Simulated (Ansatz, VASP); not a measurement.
# One calculation of Re, two programs

```xyz
2
Lattice="2.6029 0.0000 0.0000 -1.3015 2.2542 0.0000 0.0000 0.0000 4.1620" Properties=species:S:1:pos:R:3 pbc="T T T"
Re    0.0000    1.5028    1.0405
Re    1.3015    0.7514    3.1215
```

Alike in both runs: task electric field gradients; functional r2SCAN; k mesh 18 × 18 × 10; occupations fermi-dirac, width 0.05 eV; no spin polarisation.

|  | VASP | Ansatz |
| --- | --- | --- |
| version | VASP 6.6.1 | Ansatz 0.2.0 |
| potentials or method | VASP PAW PBE potentials, release 64 (Re) | PAW with Ansatz's default frozen-core files, scalar-relativistic |
| plane-wave cutoff (eV) | 520 | 500 |
| valence electrons in the cell | 14 | 30 |

```csv
,VASP,Ansatz,Ansatz less VASP
size of Vzz on the site where it differs most (V/Å²),110.0,92.1,-17.96
```

VASP's potentials were made for PBE, not for r2SCAN. VASP's potentials hold 14 valence electrons a cell and Ansatz's 30, so a difference there can come from the potentials and not from the codes.

Spin-orbit coupling is off throughout.
